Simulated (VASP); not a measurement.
# Rb (I4/mmm) in VASP: further runs, part 2 of 2

VASP 6.6.1.

## 5. Single point, PBE (strain +0.000 along x and y, +0.015 along z)

INCAR

```
SYSTEM = Rb
PREC = Accurate
ENCUT = 520
EDIFF = 1E-6
ISMEAR = 0
SIGMA = 0.15
LREAL = .False.
LASPH = .True.
NELM = 60
ALGO = Fast
ISIF = 2
LWAVE = .False.
LCHARG = .False.
GGA = PE
NBANDS = 10
```

KPOINTS

```
Automatic mesh
0
Gamma
  12 12 12
  0 0 0
```

POSCAR

```
Rb
1.0
   -2.8060000000      2.8060000000      2.8480900000
    2.8060000000     -2.8060000000      2.8480900000
    2.8060000000      2.8060000000     -2.8480900000
Rb
1
Direct
    0.0000000000      0.0000000000      0.0000000000
```

Potentials or basis: VASP PAW PBE potentials, release 64 (Rb_sv).

The run is started by

```
$ cat potpaw_PBE.64/Rb_sv/POTCAR > POTCAR
$ mpirun -np 1 vasp_std > vasp.out
```

OUTCAR:

```text
SYSTEM = Rb
   PREC = Accurate
   ENCUT = 520
   EDIFF = 1E-6
   ISMEAR = 0
   LREAL = .False.
   LASPH = .True.
   NELM = 60
   ISIF = 2
   GGA = PE

 ion  position               nearest neighbor table
   1  0.000  0.000  0.000-

  LATTYP: Found a body centered tetragonal cell.
 ALAT       =     5.6120000000
 C/A-ratio  =     1.0150000000

  Lattice vectors:

 A1 = (  -2.8060000000,   2.8060000000,   2.8480900000)
 A2 = (   2.8060000000,  -2.8060000000,   2.8480900000)
 A3 = (   2.8060000000,   2.8060000000,  -2.8480900000)

Analysis of symmetry for initial positions (statically):
=====================================================================
 Subroutine PRICEL returns:
 Original cell was already a primitive cell.

 Routine SETGRP: Setting up the symmetry group for a
 body centered tetragonal supercell.

 Subroutine GETGRP returns: Found 16 space group operations
 (whereof 16 operations were pure point group operations)
 out of a pool of 16 trial point group operations.

The static configuration has the point symmetry D_4h.

Analysis of symmetry for dynamics (positions and initial velocities):
=====================================================================
 Subroutine PRICEL returns:
 Original cell was already a primitive cell.

 Routine SETGRP: Setting up the symmetry group for a
 body centered tetragonal supercell.

 Subroutine GETGRP returns: Found 16 space group operations
 (whereof 16 operations were pure point group operations)
 out of a pool of 16 trial point group operations.

The dynamic configuration has the point symmetry D_4h.

 Subroutine INISYM returns: Found 16 space group operations
 (whereof 16 operations are pure point group operations),
 and found     1 'primitive' translations

----------------------------------------------------------------------------------------

                                     Primitive cell
[... 107 lines left out ...]
   IMIX   =      4    mixing-type and parameters
     AMIX     =   0.40;   BMIX     =  1.00
     AMIX_MAG =   1.60;   BMIX_MAG =  1.00
  volume/ion in A,a.u.               =      89.70       605.32
  Fermi-wavevector in a.u.,A,eV,Ry     =   0.760722  1.437556  7.873664  0.578698
  Thomas-Fermi vector in A             =   1.859803
   LORBIT       =      0    0 simple, 1 ext, 2 COOP (PROOUT), +10 PAW based schemes
   GGA     = PE    functional components
   LHFCALC =     F    Hartree Fock is set to
   AEXX    =    0.0000 exact exchange contribution
   IVDW    =     0    specifies the selected vdW correction
   LEPSILON=     F    determine dielectric tensor
   LRPA    =     F    only Hartree local field effects (RPA)
 non-spin polarized calculation
 RMM-DIIS sequential band-by-band and
 Gauss-broadening in eV      SIGMA  =   0.15
  energy-cutoff  :      520.00
  volume of cell :       89.70
 maximum number of plane-waves:      2446
   NGX = 19   NGY = 19   NGZ = 19

 number of electron       9.0000000 magnetization

 Free energy of the ion-electron system (eV)
  ---------------------------------------------------
  ext. energy  EPLUGINS =         0.00000000
  ---------------------------------------------------
  free energy    TOTEN  =        -0.94048939 eV

  energy without entropy =       -0.92925788  energy(sigma->0) =       -0.93487363

 E-fermi :   0.0399     XC(G=0):  -5.5011

 val. band max:        0.0376463964   @ k =  -0.3333   0.4167   0.1667
 cond. band min:       0.0553302202   @ k =   0.3333   0.1667   0.0000
 fundamental gap:      0.0176838238
 Fermi energy:         0.0399148890

 k-point     1 :       0.0000    0.0000    0.0000
  band No.  band energies     occupation
      1     -28.8508      2.00000
      2     -12.8916      2.00000
      3     -12.8916      2.00000
      4     -12.8916      2.00000
      5      -1.9468      2.00000
      6       3.7126      0.00000
      7       3.7126      0.00000
      8       3.7877      0.00000
      9       4.6269      0.00000
     10       4.7323      0.00000
[... 287 lines left out ...]
 k-point    24 :      -0.4167    0.1667    0.0000
  band No.  band energies     occupation
      1     -28.8470      2.00000
      2     -12.9682      2.00000
      3     -12.9210      2.00000
      4     -12.8991      2.00000
      5      -0.5014      2.00000
      6       1.9004      0.00000
      7       2.4858      0.00000
      8       4.3025      0.00000
      9       4.6321      0.00000
     10       5.2173      0.00000

 [... further k-points ...]
[... 5 lines left out ...]
  --------------------------------------------------------------------------------------
  -------------------------------------------------------------------------------------
  Total        0.0261663      0.0261663      0.0242874      0.0000000      0.0000000      0.0000000
  in kB        0.4673733      0.4673733      0.4338121      0.0000000      0.0000000      0.0000000
  external PRESSURE =       0.4561862 kB  Pullay stress =       0.0000000 kB

 VOLUME and BASIS-vectors are now :
 -----------------------------------------------------------------------------
  energy-cutoff  :      520.00
  volume of cell :       89.70
      direct lattice vectors                 reciprocal lattice vectors
    -2.806000000  2.806000000  2.848090000     0.000000000  0.178189594  0.175556250
     2.806000000 -2.806000000  2.848090000     0.178189594  0.000000000  0.175556250
     2.806000000  2.806000000 -2.848090000     0.178189594  0.178189594  0.000000000

 POSITION                                       TOTAL-FORCE (eV/Angst)
 -----------------------------------------------------------------------------------
      0.00000      0.00000      0.00000        -0.000000      0.000000      0.000000
 -----------------------------------------------------------------------------------
    total drift:                               -0.000000      0.000000      0.000000

  FREE ENERGIE OF THE ION-ELECTRON SYSTEM (eV)
  ---------------------------------------------------
  free  energy   TOTEN  =        -0.9404893860 eV

  energy  without entropy=       -0.9292578831  energy(sigma->0) =       -0.93487363
```

Wall time 59 s (1 thread of Intel Xeon 6975P-C (Granite Rapids), shared host); peak memory 0.29 GiB.

Results:

| Item | Value |
| --- | --- |
| Free energy | -0.9405 eV |
| Pressure | 0.0 GPa |

Levels at points of the mesh, in eV from the Fermi level:
```
           k point  band 2  band 3  band 4  band 5  band 6  band 7  band 8  band 9
(0.00, 0.00, 0.00)  -12.93  -12.93  -12.93   -1.99    3.67    3.67    3.75    4.59
(0.50, 0.00, 0.00)  -13.03  -12.96  -12.93    0.23    0.78    2.62    4.27    5.23
(0.50, 0.50, 0.00)  -13.03  -12.97  -12.93    0.26    0.82    2.54    4.32    5.19
(0.50, 0.50, 0.50)  -13.01  -13.00  -13.00    1.23    1.27    3.20    3.34    3.34
```

Caveat: the cell differs from its parent crystal (strain +0.000 along x and y, +0.015 along z).

## 6. Single point, PBE (strain +0.015 along x and y, -0.015 along z)

INCAR

```
PREC = Accurate
ENCUT = 520
EDIFF = 1E-6
ISMEAR = 0
SIGMA = 0.15
LREAL = F
LASPH = T
NELM = 60
ALGO = Fast
ISIF = 2
LWAVE = F
LCHARG = T
GGA = PE
LELF = T
LVHAR = T
NBANDS = 10
```

KPOINTS

```
Automatic mesh
0
Gamma
  12 12 12
```

POSCAR

```
Rb
1.0
   -2.8480900000      2.8480900000      2.7639100000
    2.8480900000     -2.8480900000      2.7639100000
    2.8480900000      2.8480900000     -2.7639100000
Rb
1
Direct
    0.0000000000      0.0000000000      0.0000000000
```

Potentials or basis: VASP PAW PBE potentials, release 64 (Rb_sv).

The run is started by

```
$ cat potpaw_PBE.64/Rb_sv/POTCAR > POTCAR
$ mpirun -np 1 vasp_std > vasp.out
```

Run time: 60 s. Hardware: 1 thread of Intel Xeon 6975P-C (Granite Rapids), shared host; peak memory 0.29 GiB.

It converged, with:

```yaml
Free_energy: -0.9404 eV
Pressure: 0.0 GPa
```

Levels at points of the mesh, in eV from the Fermi level:
```
           k point  band 3  band 4  band 5  band 6  band 7  band 8
(0.00, 0.00, 0.00)  -12.93  -12.93   -1.99    3.60    3.75    3.75
(0.50, 0.00, 0.00)  -12.97  -12.93    0.26    0.82    2.54    4.32
(0.50, 0.50, 0.00)  -12.96  -12.93    0.20    0.75    2.70    4.22
(0.50, 0.50, 0.50)  -13.01  -13.00    1.21    1.29    3.20    3.20
```

Caveat: the cell differs from its parent crystal (strain +0.015 along x and y, -0.015 along z).

## 7. Summary

| cell | gap on the mesh (eV) | pressure (GPa) |
| --- | --- | --- |
| a = 4.812 Å, angles 109.9, 109.9, 108.7°, 1 atom | none | 0.2 |
| a = 4.836 Å, angles 109.1, 109.1, 110.3°, 1 atom | none | 0.1 |
| a = 4.836 Å, angles 110.3, 110.3, 107.8°, 1 atom | none | 0.1 |
| a = 4.885 Å, angles 109.9, 109.9, 108.7°, 1 atom | none | 0.0 |
| a = 4.885 Å, angles 108.7, 108.7, 111.1°, 1 atom | none | 0.0 |

Alike in all rows: task single point; level PBE; potentials or basis VASP PAW PBE potentials, release 64 (Rb_sv); no spin polarisation; k mesh 12 × 12 × 12; cutoff (eV) 520; smearing gaussian 0.15 eV.

Absolute energies hang on the potentials; compare differences alone.
